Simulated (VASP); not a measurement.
# BaTiO3 (Amm2) in VASP: further runs

Runs on BaTiO3. Level: PBEsol. Tasks: single point.

Program: VASP 6.6.1. These are calculated values, not measurements. Logs are shortened: lines on timing, memory, paths and dates and some standing lists are left out, and cuts for length are marked.

## 1. The cell of the first run

It takes space group Amm2 (No. 38, orthorhombic). Conventional cell: a = 4.010 Å, b = 5.712 Å, c = 5.729 Å, α = 90.00°, β = 90.00°, γ = 90.00°. Ba (site symmetry mm2) has 12 O at 2.82 to 2.91 Å and 8 Ti at 3.46 to 3.53 Å within 3.7 Å. Within 2.6 Å of Ti (site symmetry mm2) lie 6 O at 1.97 to 2.08 Å. O (site symmetry mm2) has 2 Ti at 2.01 Å within 2.7 Å. Within 2.6 Å of O (site symmetry m) lie 2 Ti at 1.97 to 2.08 Å.

## 2. Single point, PBEsol (volume scaled by 1.02)

INCAR reads:

```
SYSTEM = BaTiO3
ALGO     = Normal         ! electronic algorithm
EDIFF    = 1E-7           ! SCF threshold, eV
ENCUT    = 520            ! plane-wave cutoff, eV
GGA      = PS             ! functional
ISIF     = 2              ! what is computed and relaxed
ISMEAR   = -1             ! smearing method
LASPH    = .TRUE.         ! aspherical terms in the spheres
LCHARG   = .FALSE.        ! write CHGCAR
LREAL    = .FALSE.        ! projectors in reciprocal space
LWAVE    = .FALSE.        ! write WAVECAR
NBANDS   = 28             ! bands
NELM     = 60             ! most SCF steps
PREC     = Accurate       ! precision mode
SIGMA    = 0.05           ! smearing width, eV
```

KPOINTS reads:

```
k-points
0
G
  8 8 8
  0 0 0
```

POSCAR reads:

```
BaTiO3
1.0
    4.0104855372      0.0000000000      0.0000000000
    0.0000000000      2.8558389582      2.8646469069
    0.0000000000     -2.8558389582      2.8646469069
Ba Ti O
1 1 3
Direct
    0.0000000000      0.0000000000      0.0000000000
    0.5000000000      0.5079000000      0.5079000000
    0.0000000000      0.4921000000      0.4921000000
    0.5000000000      0.5025100000      0.9937100000
    0.5000000000      0.9937100000      0.5025100000
```

Potentials or basis: VASP PAW PBE potentials, release 64 (Ba_sv, Ti_sv, O).

Launch:

```
> cat potpaw_PBE.64/Ba_sv/POTCAR potpaw_PBE.64/Ti_sv/POTCAR potpaw_PBE.64/O/POTCAR > POTCAR
> mpirun -np 1 vasp_std > vasp.out
```

OUTCAR:

```text
SYSTEM = BaTiO3
   EDIFF = 1E-7
   ENCUT = 520
   GGA = PS
   ISIF = 2
   ISMEAR = -1
   LASPH = .TRUE.
   LREAL = .FALSE.
   NELM = 60
   PREC = Accurate

 ion  position               nearest neighbor table
   1  0.000  0.000  0.000-   3 2.82   4 2.84   5 2.84   4 2.84   5 2.84   4 2.86   5 2.86   5 2.86
                             4 2.86   3 2.86   3 2.86   3 2.91   2 3.46   2 3.46   2 3.49   2 3.49
   2  0.500  0.508  0.508-   4 1.97   5 1.97   3 2.01   3 2.01   5 2.08   4 2.08   1 3.46   1 3.46
                             1 3.49   1 3.49   1 3.49   1 3.49   1 3.53   1 3.53
   3  0.000  0.492  0.492-   2 2.01   2 2.01   1 2.82   1 2.86   1 2.86   1 2.91
   4  0.500  0.503  0.994-   2 1.97   2 2.08   1 2.84   1 2.84   1 2.86   1 2.86
   5  0.500  0.994  0.503-   2 1.97   2 2.08   1 2.84   1 2.84   1 2.86   1 2.86

  LATTYP: Found a base centered orthorhombic cell.
 ALAT       =     5.7116779164
 B/A-ratio  =     1.0030841896
 C/A-ratio  =     0.7021554079

  Lattice vectors:

 A1 = (   0.0000000000,   2.8558389582,  -2.8646469069)
 A2 = (   0.0000000000,   2.8558389582,   2.8646469069)
 A3 = (   4.0104855372,   0.0000000000,   0.0000000000)

Analysis of symmetry for initial positions (statically):
=====================================================================
 Subroutine PRICEL returns:
 Original cell was already a primitive cell.

 Routine SETGRP: Setting up the symmetry group for a
 base centered orthorhombic supercell.

 Subroutine GETGRP returns: Found  4 space group operations
 (whereof  4 operations were pure point group operations)
 out of a pool of  8 trial point group operations.

The static configuration has the point symmetry C_2v.

Analysis of symmetry for dynamics (positions and initial velocities):
=====================================================================
 Subroutine PRICEL returns:
 Original cell was already a primitive cell.

 Routine SETGRP: Setting up the symmetry group for a
 base centered orthorhombic supercell.

 Subroutine GETGRP returns: Found  4 space group operations
 (whereof  4 operations were pure point group operations)
 out of a pool of  8 trial point group operations.

The dynamic configuration has the point symmetry C_2v.

 Subroutine INISYM returns: Found  4 space group operations
 (whereof  4 operations are pure point group operations),
 and found     1 'primitive' translations

----------------------------------------------------------------------------------------

                                     Primitive cell

  volume of cell :      65.6193

  direct lattice vectors                    reciprocal lattice vectors
     4.010485537  0.000000000  0.000000000     0.249346367  0.000000000  0.000000000
     0.000000000  2.855838958  2.864646907     0.000000000  0.175079900  0.174541581
     0.000000000 -2.855838958  2.864646907     0.000000000 -0.175079900  0.174541581

  length of vectors
     4.010485537  4.044999142  4.044999142     0.249346367  0.247220013  0.247220013

  position of ions in fractional coordinates (direct lattice)
     0.000000000  0.000000000  0.000000000
     0.500000000  0.507900000  0.507900000
     0.000000000  0.492100000  0.492100000
     0.500000000  0.502510000  0.993710000
     0.500000000  0.993710000  0.502510000

  ion indices of the primitive-cell ions
   primitive index   ion index
                 1           1
                 2           2
                 3           3
                 4           4
                 5           5

----------------------------------------------------------------------------------------

 KPOINTS: k-points

Automatic generation of k-mesh.
 Grid dimensions read from file:
 generate k-points for:    8    8    8

 Generating k-lattice:

  Cartesian coordinates                     Fractional coordinates (reciprocal lattice)
     0.031168296  0.000000000  0.000000000     0.125000000  0.000000000  0.000000000
     0.000000000  0.021884988  0.021817698     0.000000000  0.125000000 -0.000000000
     0.000000000 -0.021884988  0.021817698     0.000000000 -0.000000000  0.125000000

  Length of vectors
     0.031168296  0.030902502  0.030902502

  Shift w.r.t. Gamma in fractional coordinates (k-lattice)
     0.000000000  0.000000000  0.000000000

 Subroutine IBZKPT returns following result:
 ===========================================

 Found    105 irreducible k-points:

 Following reciprocal coordinates:
            Coordinates               Weight
  0.000000  0.000000  0.000000      1.000000
  0.125000  0.000000  0.000000      2.000000
  0.250000  0.000000  0.000000      2.000000
  0.375000  0.000000  0.000000      2.000000
  0.500000  0.000000  0.000000      1.000000
  0.000000  0.125000 -0.000000      4.000000
[... 16 lines left out ...]
  0.250000  0.500000 -0.000000      4.000000
  0.375000  0.500000 -0.000000      4.000000
 [... further k-points ...]
   k-points           NKPTS =    105   k-points in BZ     NKDIM =    105   number of bands    NBANDS=     28
   number of dos      NEDOS =    301   number of ions     NIONS =      5
   total plane-waves  NPLWV =  27000
   dimension x,y,z NGX =    30 NGY =   30 NGZ =   30
   dimension x,y,z NGXF=    60 NGYF=   60 NGZF=   60
   ions per type =               1   1   3
   NGX,Y,Z   is equivalent  to a cutoff of  12.44, 12.33, 12.33 a.u.
   NGXF,Y,Z  is equivalent  to a cutoff of  24.87, 24.66, 24.66 a.u.
 SYSTEM =  BaTiO3
   PREC   = accura    normal or accurate (medium, high low for compatibility)
   ISTART =      0    job   : 0-new  1-cont  2-samecut
   ICHARG =      2    charge: 1-file 2-atom 10-const
   ISPIN  =      1    spin polarized calculation?
   LNONCOLLINEAR =      F non collinear calculations
   LSORBIT =      F    spin-orbit coupling
   LASPH  =      T    aspherical Exc in radial PAW
   ENCUT  =  520.0 eV  38.22 Ry    6.18 a.u.   7.46  7.52  7.52*2*pi/ulx,y,z
   NELM   =     60;   NELMIN=  2; NELMDL= -5     # of ELM steps
   EDIFF  = 0.1E-06   stopping-criterion for ELM
   LREAL  =      F    real-space projection
   EDIFFG = 0.1E-05   stopping-criterion for IOM
   NSW    =      0    number of steps for IOM
   IBRION =     -1    ionic relax: 0-MD 1-quasi-New 2-CG
   NFREE  =      0    steps in history (QN), initial steepest desc. (CG)
   ISIF   =      2    stress and relaxation
   ISYM   =      2    0-nonsym 1-usesym 2-fastsym
   POTIM  = 0.5000    time-step for ionic-motion
   TEBEG  =    0.0;   TEEND  =   0.0 temperature during run
   PSTRESS=    0.0 pullay stress
   NELECT =      40.0000    total number of electrons
   NUPDOWN=      -1.0000    fix difference up-down
   EMIN   =  10.00;   EMAX   =-10.00  energy-range for DOS
   EFERMI =   0.00;   METHOD = LEGACY
   ISMEAR =    -1;   SIGMA  =   0.05  broadening in eV -4-tet -1-fermi 0-gaus
   EFERMI_NEDOS =   21; number of points for ismear=-14 and -15
   IALGO  =     38    algorithm
   IMIX   =      4    mixing-type and parameters
     AMIX     =   0.40;   BMIX     =  1.00
     AMIX_MAG =   1.60;   BMIX_MAG =  1.00
  volume/ion in A,a.u.               =      13.12        88.56
  Fermi-wavevector in a.u.,A,eV,Ry     =   1.388090  2.623109 26.215616  1.926793
  Thomas-Fermi vector in A             =   2.512249
   LORBIT       =      0    0 simple, 1 ext, 2 COOP (PROOUT), +10 PAW based schemes
   GGA     = PS    functional components
   LHFCALC =     F    Hartree Fock is set to
   AEXX    =    0.0000 exact exchange contribution
   IVDW    =     0    specifies the selected vdW correction
   LEPSILON=     F    determine dielectric tensor
   LRPA    =     F    only Hartree local field effects (RPA)
 non-spin polarized calculation
  energy-cutoff  :      520.00
  volume of cell :       65.62
 maximum number of plane-waves:      1793
 NGX is ok and might be reduce to    30
   NGX = 15   NGY = 15   NGZ = 15

 number of electron      39.9999989 magnetization

 Free energy of the ion-electron system (eV)
  ---------------------------------------------------
  ext. energy  EPLUGINS =         0.00000000
  ---------------------------------------------------
  free energy    TOTEN  =       -41.94518881 eV

  energy without entropy =      -41.94518880  energy(sigma->0) =      -41.94518880

 E-fermi :   4.3966     XC(G=0): -11.3939

 val. band max:        3.5149509660   @ k =   0.5000   0.5000   0.5000
 cond. band min:       5.2229024016   @ k =   0.0000   0.0000   0.0000
 fundamental gap:      1.7079514357
 Fermi energy:         4.3965533162

 k-point     1 :       0.0000    0.0000    0.0000
  band No.  band energies     occupation
      1     -52.9145      2.00000
      2     -29.2332      2.00000
      3     -29.2314      2.00000
      4     -29.2271      2.00000
      5     -21.3034      2.00000
      6     -13.2487      2.00000
[... 20 lines left out ...]
     27       8.4476      0.00000
     28      10.4408      0.00000

 k-point     2 :       0.1250    0.0000    0.0000
  band No.  band energies     occupation
      1     -52.9143      2.00000
      2     -29.2347      2.00000
      3     -29.2329      2.00000
      4     -29.2310      2.00000
      5     -21.2873      2.00000
      6     -13.2485      2.00000
[... 20 lines left out ...]
     27       8.7449      0.00000
     28      10.8244      0.00000

 k-point     3 :       0.2500    0.0000    0.0000
  band No.  band energies     occupation
      1     -52.9140      2.00000
      2     -29.2528      2.00000
      3     -29.2322      2.00000
      4     -29.2303      2.00000
      5     -21.2478      2.00000
      6     -13.2949      2.00000
[... 20 lines left out ...]
     27       9.4867      0.00000
     28      11.7037      0.00000

 k-point     4 :       0.3750    0.0000    0.0000
  band No.  band energies     occupation
      1     -52.9136      2.00000
      2     -29.2708      2.00000
      3     -29.2315      2.00000
      4     -29.2296      2.00000
      5     -21.2076      2.00000
      6     -13.3868      2.00000
[... 578 lines left out ...]
     27      11.1509      0.00000
     28      11.8033      0.00000

 k-point    23 :       0.2500    0.5000   -0.0000
  band No.  band energies     occupation
      1     -52.9131      2.00000
      2     -29.2769      2.00000
      3     -29.2504      2.00000
      4     -29.2295      2.00000
      5     -21.1602      2.00000
      6     -13.1908      2.00000
[... 20 lines left out ...]
     27      11.9061      0.00000
     28      12.0006      0.00000

 k-point    24 :       0.3750    0.5000   -0.0000
  band No.  band energies     occupation
      1     -52.9127      2.00000
      2     -29.2758      2.00000
      3     -29.2679      2.00000
      4     -29.2288      2.00000
      5     -21.1335      2.00000
      6     -12.9712      2.00000
[... 20 lines left out ...]
     27      11.3856      0.00000
     28      12.9378      0.00000

 [... further k-points ...]
[... 5 lines left out ...]
  --------------------------------------------------------------------------------------
  -------------------------------------------------------------------------------------
  Total       -2.0723064     -2.3108423     -2.5870118      0.0000000      0.0000000      0.0000000
  in kB      -50.5979351    -56.4220846    -63.1651067      0.0000000      0.0000000      0.0000000
  external PRESSURE =     -56.7283755 kB  Pullay stress =       0.0000000 kB

 VOLUME and BASIS-vectors are now :
 -----------------------------------------------------------------------------
  energy-cutoff  :      520.00
  volume of cell :       65.62
      direct lattice vectors                 reciprocal lattice vectors
     4.010485537  0.000000000  0.000000000     0.249346367  0.000000000  0.000000000
     0.000000000  2.855838958  2.864646907     0.000000000  0.175079900  0.174541581
     0.000000000 -2.855838958  2.864646907     0.000000000 -0.175079900  0.174541581

 POSITION                                       TOTAL-FORCE (eV/Angst)
 -----------------------------------------------------------------------------------
      0.00000      0.00000      0.00000         0.000000      0.000000      0.085890
      2.00524      0.00000      2.90991         0.000000      0.000000      0.269403
      0.00000      0.00000      2.81939         0.000000      0.000000      0.107163
      2.00524     -1.40279      4.28614         0.000000      0.069261     -0.231228
      2.00524      1.40279      4.28614         0.000000     -0.069261     -0.231228
 -----------------------------------------------------------------------------------
    total drift:                                0.000000     -0.000000     -0.000199

  FREE ENERGIE OF THE ION-ELECTRON SYSTEM (eV)
  ---------------------------------------------------
  free  energy   TOTEN  =       -41.9451888050 eV

  energy  without entropy=      -41.9451888026  energy(sigma->0) =      -41.94518880
```

Wall time 2.5 min (1 thread of AMD EPYC 7R13 (Zen 3), shared host); peak memory 0.28 GiB.

What came out:

```
Free energy            : -41.9452 eV
Pressure               : -5.7 GPa
Largest force          : 0.269 eV/Å
Band gap on the k mesh : 1.71 eV, indirect (least direct gap 1.90 eV)
```

Forces on the atoms (eV/Å):
```
Ba   0.000  0.000  0.086
Ti   0.000  0.000  0.269
O    0.000  0.000  0.107
O    0.000  0.069 -0.231
O    0.000 -0.069 -0.231
```

Stress tensor (GPa, compression positive):
```
-5.06  0.00  0.00
 0.00 -5.64  0.00
 0.00  0.00 -6.32
```

Levels at points of the mesh, in eV from the valence-band top:
| k point | band 16 | band 17 | band 18 | band 19 | band 20 | band 21 | band 22 | band 23 | band 24 | band 25 |
| --- | --- | --- | --- | --- | --- | --- | --- | --- | --- | --- |
| (0.00, 0.00, 0.00) | -1.09 | -1.08 | -0.26 | -0.22 | -0.19 | 1.71 | 1.73 | 1.81 | 3.82 | 3.88 |
| (0.50, 0.00, 0.00) | -1.95 | -1.84 | -1.80 | -0.79 | -0.75 | 1.88 | 3.42 | 3.46 | 3.82 | 5.73 |
| (0.00, 0.50, 0.00) | -1.95 | -1.82 | -1.73 | -0.77 | -0.73 | 1.90 | 3.39 | 3.40 | 3.86 | 5.76 |
| (0.50, 0.50, 0.00) | -2.68 | -1.75 | -0.89 | -0.88 | -0.08 | 3.40 | 3.45 | 3.82 | 4.59 | 7.49 |
| (0.00, 0.50, 0.50) | -2.64 | -1.73 | -0.94 | -0.92 | -0.12 | 3.39 | 3.42 | 3.79 | 4.69 | 7.45 |
| (0.50, 0.50, 0.50) | -2.45 | -2.39 | -0.03 | 0.00 | 0.00 | 4.04 | 4.05 | 4.07 | 6.50 | 6.50 |

Caveat: the PAW data sets were made with another functional, which shifts forces and pressure a little; spin-orbit coupling is left out, which moves the levels of the heavy elements. A k mesh can miss the band edges.

## 3. Single point, PBEsol (volume scaled by 1.06)

INCAR reads:

```
ALGO = Normal ; EDIFF = 1E-7
ENCUT = 520 ; GGA = PS
ISIF = 2 ; ISMEAR = -1
LASPH = T ; LCHARG = F
LREAL = F ; LWAVE = F
NBANDS = 28 ; NELM = 80
PREC = Accurate ; SIGMA = 0.05
```

KPOINTS reads:

```
k-points
0
Gamma
  8 8 8
```

Edit POSCAR of step 2 so:

```diff
@@ -2,5 +2,5 @@
 1.0
-    4.0104855372      0.0000000000      0.0000000000
-    0.0000000000      2.8558389582      2.8646469069
-    0.0000000000     -2.8558389582      2.8646469069
+    4.0622394458      0.0000000000      0.0000000000
+    0.0000000000      2.8926925578      2.9016141701
+    0.0000000000     -2.8926925578      2.9016141701
 Ba Ti O
```

Potentials or basis: VASP PAW PBE potentials, release 64 (Ba_sv, Ti_sv, O).

Launch:

```
> cat potpaw_PBE.64/Ba_sv/POTCAR potpaw_PBE.64/Ti_sv/POTCAR potpaw_PBE.64/O/POTCAR > POTCAR
> mpirun -np 1 vasp_std > vasp.out
```

It took 2.4 min on 1 thread of AMD EPYC 7R13 (Zen 3), shared host; peak memory 0.28 GiB.

It converged, with:

* Free energy: -41.8125 eV
* Pressure: -11.0 GPa
* Largest force: 0.392 eV/Å
* Band gap on the k mesh: 1.63 eV, indirect (least direct gap 1.86 eV)

Forces in eV/Å, atoms in the order of the input:
```
Ba   0.000  0.000  0.083
Ti   0.000  0.000  0.392
O    0.000  0.000  0.118
O    0.000  0.154 -0.296
O    0.000 -0.154 -0.296
```

Stress tensor (GPa, compression positive):
```
-10.49   0.00   0.00
  0.00 -10.93   0.00
  0.00   0.00 -11.55
```

Levels at points of the mesh, in eV from the valence-band top:
| k point | band 18 | band 19 | band 20 | band 21 | band 22 | band 23 |
| --- | --- | --- | --- | --- | --- | --- |
| (0.00, 0.00, 0.00) | -0.29 | -0.25 | -0.22 | 1.63 | 1.66 | 1.73 |
| (0.50, 0.00, 0.00) | -1.75 | -0.79 | -0.75 | 1.79 | 3.24 | 3.27 |
| (0.00, 0.50, 0.00) | -1.66 | -0.77 | -0.73 | 1.81 | 3.21 | 3.22 |
| (0.50, 0.50, 0.00) | -0.90 | -0.90 | -0.08 | 3.21 | 3.26 | 3.62 |
| (0.00, 0.50, 0.50) | -0.95 | -0.93 | -0.12 | 3.21 | 3.23 | 3.59 |
| (0.50, 0.50, 0.50) | -0.03 | 0.00 | 0.00 | 3.81 | 3.82 | 3.84 |

Caveat: the PAW data sets were made with another functional, which shifts forces and pressure a little; spin-orbit coupling is left out, which moves the levels of the heavy elements.

## 4. Single point, PBEsol (equal xx and yy strain of -1 %)

INCAR reads:

```
PREC     = Accurate       # precision mode
ENCUT    = 520            # plane-wave cutoff, eV
EDIFF    = 1E-6           # SCF threshold, eV
ISMEAR   = -1             # smearing method
SIGMA    = 0.05           # smearing width, eV
LREAL    = F              # projectors in reciprocal space
LASPH    = T              # aspherical terms in the spheres
NELM     = 80             # most SCF steps
ALGO     = Normal         # electronic algorithm
ISIF     = 2              # what is computed and relaxed
LWAVE    = F              # write WAVECAR
LCHARG   = T              # write CHGCAR
GGA      = PS             # functional
LELF     = T              # ELF
LVHAR    = T            
NBANDS   = 28             # bands
```

KPOINTS reads:

```
regular mesh
0
Gamma
  8 8 8
```

Edit POSCAR of step 3 so:

```diff
@@ -2,5 +2,5 @@
 1.0
-    4.0622394458      0.0000000000      0.0000000000
-    0.0000000000      2.8926925578      2.9016141701
-    0.0000000000     -2.8926925578      2.9016141701
+    3.9442590000      0.0000000000      0.0000000000
+    0.0000000000      2.8086795000      2.8458000000
+    0.0000000000     -2.8086795000      2.8458000000
 Ba Ti O
```

Launch:

```
> cat potpaw_PBE.64/Ba_sv/POTCAR potpaw_PBE.64/Ti_sv/POTCAR potpaw_PBE.64/O/POTCAR > POTCAR
> mpirun -np 1 vasp_std > vasp.out
```

It took 4.9 min on 1 thread of AMD EPYC 7R43 (Zen 3), shared host; peak memory 0.27 GiB.

Results (log left out):

| Quantity | Value |
| --- | --- |
| Free energy | -41.9759 eV |
| Pressure | 1.0 GPa |
| Largest force | 0.168 eV/Å |
| Band gap on the k mesh | 1.76 eV, indirect (least direct gap 1.90 eV) |

Forces on the atoms (eV/Å):
```
Ba   0.000  0.000  0.094
Ti   0.000  0.000  0.158
O    0.000  0.000  0.080
O    0.000 -0.027 -0.166
O    0.000  0.027 -0.166
```

Stress tensor (GPa, compression positive):
```
 2.46  0.00  0.00
 0.00  1.94  0.00
 0.00  0.00 -1.33
```

Levels at points of the mesh, in eV from the valence-band top:
```
           k point  band 16  band 17  band 18  band 19  band 20  band 21  band 22  band 23  band 24  band 25
(0.00, 0.00, 0.00)    -1.16    -1.14    -0.24    -0.23    -0.14     1.76     1.79     1.91     4.06     4.16
(0.50, 0.00, 0.00)    -2.08    -1.92    -1.90    -0.85    -0.72     1.96     3.65     3.67     4.06     6.12
(0.00, 0.50, 0.00)    -2.05    -1.86    -1.78    -0.79    -0.74     1.99     3.56     3.58     4.14     6.12
(0.50, 0.50, 0.00)    -2.83    -1.75    -0.86    -0.86    -0.10     3.57     3.67     4.03     4.89     7.85
(0.00, 0.50, 0.50)    -2.75    -1.72    -0.98    -0.92    -0.15     3.56     3.61     3.97     5.05     7.81
(0.50, 0.50, 0.50)    -2.43    -2.35    -0.05    -0.02     0.00     4.26     4.30     4.30     6.64     6.66
```

Caveat: the cell differs from its parent crystal (equal xx and yy strain of -1 %); the PAW data sets were made with another functional, which shifts forces and pressure a little; spin-orbit coupling is left out, which moves the levels of the heavy elements.

(Continued in part 2 of 2.)
